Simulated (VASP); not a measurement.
Write the native input for VASP 6.6.1 that does the following.

```yaml
Task: single point
Functional: PBE
Potentials_or_basis: VASP PAW PBE potentials, release 64 (Si, C)
Cutoff: 520 eV
k_mesh: 6 × 4 × 2
Occupations: gaussian, width 0.1 eV
Spin: no spin polarisation
Dipole_correction: no
Further_INCAR_settings: ALGO = Normal; EDIFF = 1e-06; NBANDS = 36
```

The structure of SiC5 lies in POSCAR:

```
SiC5
1.0
    3.2772508512     -0.0207220368      0.0075640830
   -1.5827126291      5.2325420667     -0.0021187688
   -0.0396190234     -0.6724389146      9.6409431424
Si C
2 10
Direct
    0.3994039503      0.3776138943      0.2694867771
    0.6230624299      0.8341178907      0.7199694355
    0.4603337799      0.5019551167      0.4499070083
    0.5160170582      0.6142827123      0.0167696090
    0.6767392628      0.9306092889      0.2069906692
    0.3013703154      0.1944002368      0.8343328627
    0.5444462715      0.6728613905      0.8836268555
    0.5113012923      0.6073306228      0.5672861533
    0.8017217289      0.1802826548      0.2368001861
    0.2069713725      0.0043862116      0.7376036274
    0.5498158054      0.6793570531      0.1634291339
    0.4088167329      0.4028029275      0.9137976818
```

One way to write it, as run:

INCAR

```
ALGO = Normal ; EDIFF = 1E-6
ENCUT = 520 ; GGA = PE
ISIF = 2 ; ISMEAR = 0
LASPH = True ; LCHARG = False
LREAL = False ; LWAVE = False
NBANDS = 36 ; NELM = 100
PREC = Accurate ; SIGMA = 0.1
```

KPOINTS

```
k-points
0
Gamma
  6 4 2
```

Potentials or basis: VASP PAW PBE potentials, release 64 (Si, C).

The run is started by

```sh
$ cat potpaw_PBE.64/Si/POTCAR potpaw_PBE.64/C/POTCAR > POTCAR
$ mpirun -np 1 vasp_std > vasp.out
```

Results of the run:

- Pressure: 0.1 GPa
- Largest force: 0.133 eV/Å
- Band gap on the k mesh: zero (bands 24 and 25 overlap by 0.37 eV)

Caveat: semilocal functionals underestimate gaps, so a narrow gap can read as zero.

It took 72 s on 1 thread of Intel(R) Xeon(R) 6975P-C (Granite Rapids) (shared host), peak memory 0.3 GiB.
